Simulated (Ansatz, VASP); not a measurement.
## Two plane-wave programs on PtS2

```
CELL_PARAMETERS angstrom
3.55262 0.00000 0.00000
-1.77631 3.07666 0.00000
0.00000 0.00000 5.12283
ATOMIC_POSITIONS crystal
Pt 0.00000 0.00000 0.00000
S 0.33333 0.66667 0.23925
S 0.66667 0.33333 0.76075
```

Alike in both runs: task single point; functional r2SCAN; k mesh 12 × 12 × 6; no spin polarisation.

|  | VASP | Ansatz |
| --- | --- | --- |
| version | VASP 6.6.1 | Ansatz 0.2.0 |
| potentials or method | VASP PAW PBE potentials, release 64 (Pt, S) | plane waves, PAW |
| plane-wave cutoff (eV) | 520 | 500 |
| occupations | gaussian, width 0.01 eV | fixed |
| valence electrons in the cell | 22 | 30 |

VASP gave:

```
gap on the k mesh at the Fermi level (eV) : 0.87
pressure (GPa)                            : 1.2
rms of the force components (eV/Å)        : 0.023
```

Question: What did Ansatz give for the same quantities?

Answer: gap on the k mesh at the Fermi level (eV): 0.87; pressure (GPa): 1.3; rms of the force components (eV/Å): 0.021.

VASP's potentials were made for PBE, not for r2SCAN. Atom by atom the forces differ by 0.002 eV/Å (rms over components). VASP's potentials hold 22 valence electrons a cell and Ansatz's 30, so a difference there can come from the potentials and not from the codes.

Spin-orbit coupling is off throughout.
